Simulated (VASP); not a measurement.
A run of VASP 6.6.1:

INCAR

```
PREC     = Accurate       # precision mode
ENCUT    = 520            # plane-wave cutoff, eV
EDIFF    = 1E-6           # SCF threshold, eV
ISMEAR   = 0              # smearing method
SIGMA    = 0.1            # smearing width, eV
LREAL    = Auto         
LASPH    = T              # aspherical terms in the spheres
NELM     = 80             # most SCF steps
ALGO     = Normal         # electronic algorithm
ISIF     = 2              # what is computed and relaxed
LWAVE    = F              # write WAVECAR
LCHARG   = F              # write CHGCAR
LDIPOL   = T            
IDIPOL   = 3            
DIPOL    = 0.5 0.5 0.311
GGA      = PE             # functional
NBANDS   = 36             # bands
```

The input KPOINTS:

```
Automatic mesh
0
Gamma
  6 6 1
```

The input POSCAR:

```
Be16CO
1.0
    4.5254381410      0.0000000000      0.0000000000
   -2.2627190705      3.9191443934      0.0000000000
    0.0000000000      0.0000000000     23.4761687145
Be C O
16 1 1
Direct
    0.3333333333      0.1666666667      0.1703855535
    0.3333333333      0.6666666667      0.1703855535
    0.8333333333      0.1666666667      0.1703855535
    0.8333333333      0.6666666667      0.1703855535
    0.1666666667      0.3333333333      0.2463521558
    0.1666666667      0.8333333333      0.2463521558
    0.6666666667      0.3333333333      0.2463521558
    0.6666666667      0.8333333333      0.2463521558
    0.3333333333      0.1666666667      0.3241941575
    0.3333333333      0.6666666667      0.3241941575
    0.8333333333      0.1666666667      0.3241941575
    0.8333333333      0.6666666667      0.3241941575
    0.1666666667      0.3333333333      0.4036505628
    0.1666666667      0.8333333333      0.4036505628
    0.6666666667      0.3333333333      0.4036505628
    0.6666666667      0.8333333333      0.4036505628
    0.1666666667      0.3333333333      0.4828798452
    0.1666666667      0.3333333333      0.5322916557
```

Potentials or basis: VASP PAW PBE potentials, release 64 (Be, C, O).

Command:

```console
$ cat potpaw_PBE.64/Be/POTCAR potpaw_PBE.64/C/POTCAR potpaw_PBE.64/O/POTCAR > POTCAR
$ mpirun -np 1 vasp_std > vasp.out
```

Hardware: 1 thread of AMD EPYC 9R45 (Zen 5), on a shared host.

How long does it take, and how much memory?

It took 4.4 min on 1 thread of AMD EPYC 9R45 (Zen 5), with other jobs on the host, peak memory 0.47 GiB. Counts: scf iterations 24, k points 7.
